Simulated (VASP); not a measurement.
## Ge: single point with PBE

The system is Ge.

```
CELL_PARAMETERS angstrom
-0.05761 2.88053 2.76531
2.88053 -0.05761 2.76531
2.82292 2.82292 0.00000
ATOMIC_POSITIONS crystal
Ge 0.50000 0.50000 0.50000
Ge 0.75000 0.75000 0.75000
```

This cell differs from its parent crystal: engineering shear strain xy -0.0400, normal strain along z -0.0400.

- Program: VASP 6.6.1
- Task: single point
- Functional: PBE
- Potentials or basis: VASP PAW PBE potentials, release 64 (Ge_d)
- Cutoff: 520 eV
- k mesh: 14 × 14 × 14
- Occupations: gaussian, width 0.15 eV
- Spin: no spin polarisation
- Dipole correction: no
- Further INCAR settings: ALGO = Normal; EDIFF = 1e-06; NBANDS = 21

```
Pressure               : 2.8 GPa
Largest force          : 0.359 eV/Å
Band gap on the k mesh : zero (band 14 reaches 4.85 eV, above the bottom of band 15 at 4.80 eV)
```

Forces on the atoms (eV/Å):
```
Ge   0.000  0.000 -0.359
Ge   0.000  0.000  0.359
```

Stress tensor (GPa, compression positive):
```
1.97 3.22 0.00
3.22 1.97 0.00
0.00 0.00 4.50
```

Levels at points of the mesh, in eV from the Fermi level:
| k point | band 12 | band 13 | band 14 | band 15 | band 16 | band 17 |
| --- | --- | --- | --- | --- | --- | --- |
| (0.00, 0.00, 0.00) | -0.17 | -0.12 | -0.11 | 0.16 | 2.32 | 2.46 |
| (0.50, 0.00, 0.00) | -7.48 | -1.50 | -1.11 | 0.28 | 3.73 | 3.83 |
| (0.50, 0.50, 0.00) | -8.52 | -3.41 | -3.04 | 0.34 | 0.76 | 9.35 |
| (0.00, 0.00, 0.50) | -7.63 | -1.64 | -1.36 | -0.08 | 3.39 | 4.03 |
| (0.50, 0.00, 0.50) | -8.92 | -2.95 | -2.95 | 0.86 | 0.86 | 9.16 |

Wall time 5.4 min on 1 thread of AMD EPYC 7R13 Processor (Zen 3), on a shared host, peak memory 0.39 GiB.

Caveat: the cell differs from its parent crystal (engineering shear strain xy -0.0400, normal strain along z -0.0400).
